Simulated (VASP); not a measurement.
Set up this calculation in VASP 6.6.1, as the native input.

- Task: single point
- Functional: LDA
- Potentials or basis: VASP PAW LDA potentials, release 64 (Na_pv, Ag)
- Cutoff: 520 eV
- k mesh: 12 × 12 × 12
- Occupations: fermi-dirac, width 0.05 eV
- Spin: no spin polarisation
- Dipole correction: no
- Further INCAR settings: ALGO = Normal; EDIFF = 1e-06; NBANDS = 16

The structure of NaAg (rocksalt type) lies in POSCAR:

```
NaAg
1.0
    0.0000000000      2.5591883466      2.5591883466
    2.5591883466      0.0000000000      2.5591883466
    2.5591883466      2.5591883466      0.0000000000
Na Ag
1 1
Direct
    0.0000000000      0.0000000000      0.0000000000
    0.5000000000      0.5000000000      0.5000000000
```

This cell differs from its parent crystal: volume scaled by 0.7.

The input as run:

INCAR

```
SYSTEM = NaAg
PREC = Accurate
ENCUT = 520
EDIFF = 1E-6
ISMEAR = -1
SIGMA = 0.05
LREAL = .FALSE.
LASPH = .TRUE.
NELM = 60
ALGO = Normal
ISIF = 2
LWAVE = .FALSE.
LCHARG = .FALSE.
GGA = CA
NBANDS = 16
```

KPOINTS

```
regular mesh
0
G
  12 12 12
  0 0 0
```

Potentials or basis: VASP PAW LDA potentials, release 64 (Na_pv, Ag).

The run is started by

```console
$ cat potpaw_LDA.64/Na_pv/POTCAR potpaw_LDA.64/Ag/POTCAR > POTCAR
$ mpirun -np 1 vasp_std > vasp.out
```

Results of the run:

The pressure is 17.2 GPa. The band gap on the k mesh is zero (band 9 reaches 6.09 eV, above the bottom of band 10 at 4.54 eV).

Run time: 27 s on 1 thread of AMD EPYC 7R13 Processor (Zen 3), with other jobs on the host, peak memory 0.14 GiB.
